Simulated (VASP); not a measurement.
Write the native input for VASP 6.6.1 that does the following.

- Task: single point
- Functional: PBE
- Potentials or basis: VASP PAW PBE potentials, release 64 (O, V_sv, Sr_sv, Ni)
- Cutoff: 520 eV
- k mesh: 5 × 5 × 5, shifted
- Occupations: gaussian, width 0.05 eV
- Spin: no spin polarisation
- Dipole correction: no
- Further INCAR settings: ALGO = Normal; EDIFF = 1e-06; NBANDS = 50; ISYM = 0

The structure of Sr2VNiO6 lies in POSCAR:

```
Sr2VNiO6
1.0
    0.0000000000      5.5436650000      0.0000000000
    5.5436650000      0.0000000000      0.0000000000
    2.7718320000      2.7718320000     -3.9469840000
O V Sr Ni
6 1 2 1
Direct
    0.2270000000      0.2890000000      0.0000000000
    0.2890000000      0.7730000000      0.0000000000
    0.7730000000      0.7110000000      0.0000000000
    0.7110000000      0.2270000000      0.0000000000
    0.2550000000      0.2550000000      0.4900000000
    0.7450000000      0.7450000000      0.5100000000
    0.5000000000      0.5000000000      0.0000000000
    0.7500000000      0.2500000000      0.5000000000
    0.2500000000      0.7500000000      0.5000000000
    0.0000000000      0.0000000000      0.0000000000
```

The input as run:

INCAR

```
SYSTEM = Sr2VNiO6
PREC = Accurate
ENCUT = 520
EDIFF = 1E-6
ISMEAR = 0
SIGMA = 0.05
LREAL = .FALSE.
LASPH = .TRUE.
NELM = 60
ALGO = Normal
ISIF = 2
LWAVE = .FALSE.
LCHARG = .TRUE.
GGA = PE
LELF = .TRUE.
LVHAR = .TRUE.
ISYM = 0
NBANDS = 50
```

KPOINTS

```
Automatic mesh
0
Gamma
  5 5 5
  0.5 0.5 0.5
```

Potentials or basis: VASP PAW PBE potentials, release 64 (O, V_sv, Sr_sv, Ni).

Command:

```console
$ cat potpaw_PBE.64/O/POTCAR potpaw_PBE.64/V_sv/POTCAR potpaw_PBE.64/Sr_sv/POTCAR potpaw_PBE.64/Ni/POTCAR > POTCAR
$ mpirun -np 1 vasp_std > vasp.out
```

It gave:

| Quantity | Value |
| --- | --- |
| Pressure | -7.7 GPa |
| Largest force | 0.237 eV/Å |
| Band gap on the k mesh | zero (an odd number of electrons rules out a gap without spin polarisation) |

Caveat: the cell stands under tension; an odd number of electrons without spin polarisation forces a metal; a magnetic or distorted state may lie lower; the run has no spin polarisation, though such a crystal can be magnetic; semilocal functionals often make such compounds metallic where correlation or magnetic order opens a gap, which also shifts bond lengths.

Wall time 33 min on 1 thread of AMD EPYC 7R13, on a shared host, peak memory 0.74 GiB.
